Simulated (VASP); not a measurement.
Runs of VASP 6.6.1 on Hg. The structure is that of space group P6_3/mmc (No. 194), or close to it. The cells are those of the table. 

```csv
task,level,cell,k mesh,cutoff (eV),gap on the mesh (eV),pressure (GPa)
relaxation of cell and atoms,PBE+D3(BJ),"relaxed from a = 3.462, b = 3.462, c = 5.488 Å, angles 90.0, 90.0, 120.0°, 2 atoms",12 × 12 × 4,600,none,0.0
single point,PBE,"a = 3.235, b = 3.235, c = 5.538 Å, angles 90.0, 90.0, 120.0°, 2 atoms",12 × 12 × 6,520,none,3.4
single point,r2SCAN,"a = 3.235, b = 3.235, c = 5.538 Å, angles 90.0, 90.0, 120.0°, 2 atoms",12 × 12 × 6,520,none,(a)
single point,PBE+D3(BJ),"a = 3.249, b = 3.249, c = 5.562 Å, angles 90.0, 90.0, 120.0°, 2 atoms",12 × 12 × 4,520,none,0.2
single point,r2SCAN+rVV10,"a = 3.235, b = 3.235, c = 5.538 Å, angles 90.0, 90.0, 120.0°, 2 atoms",12 × 12 × 4,520,none,0.7
```

Alike in all rows: potentials or basis VASP PAW PBE potentials, release 64 (Hg); no spin polarisation; smearing fermi-dirac 0.02 eV.

Fill in the values left out.

(a) 2.4.

Caveats: spin-orbit coupling is left out, which moves the levels of the heavy elements; the PAW data sets were made with another functional, which shifts forces and pressure a little (at least some runs); the cell stands under pressure (at least some runs).

A k mesh can miss the band edges, and the runs leave out spin-orbit coupling on Hg.

A gap of «none» marks levels without a gap at the run's occupations.
